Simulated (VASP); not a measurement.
YTe, 2 atoms in the cell. Symmetry: I4/mmm, No. 139, tetragonal system. Conventional cell: a = 4.482 Å, b = 4.482 Å, c = 6.095 Å, α = 90.00°, β = 90.00°, γ = 90.00°. Within 4.0 Å of Y (site symmetry 4/mmm) lie 6 Te at 3.05 to 3.17 Å. Te (site symmetry 4/mmm) has 6 Y at 3.05 to 3.17 Å within 4.0 Å.  This cell differs from its parent crystal: strain +0.040 along x and y, +0.000 along z.

- Program: VASP 6.6.1
- Task: single point
- Functional: PBEsol
- Potentials or basis: VASP PAW PBE potentials, release 64 (Y_sv, Te)
- Cutoff: 520 eV
- k mesh: 14 × 14 × 14
- Occupations: gaussian, width 0.15 eV
- Spin: no spin polarisation
- Dipole correction: no
- Further INCAR settings: ALGO = Normal; EDIFF = 1e-06; NBANDS = 16

Potentials or basis: VASP PAW PBE potentials, release 64 (Y_sv, Te).

The run is started by

```sh
$ cat potpaw_PBE.64/Y_sv/POTCAR potpaw_PBE.64/Te/POTCAR > POTCAR
$ mpirun -np 1 vasp_std > vasp.out
```

Hardware: 1 thread of Intel Xeon 8259CL, with other jobs on the host.

Task: How long does it take, and how much memory?

Result: Wall time 5.9 min on 1 thread of Intel Xeon 8259CL, on a shared host, peak memory 0.43 GiB. Counts: scf iterations 13, k points 244.
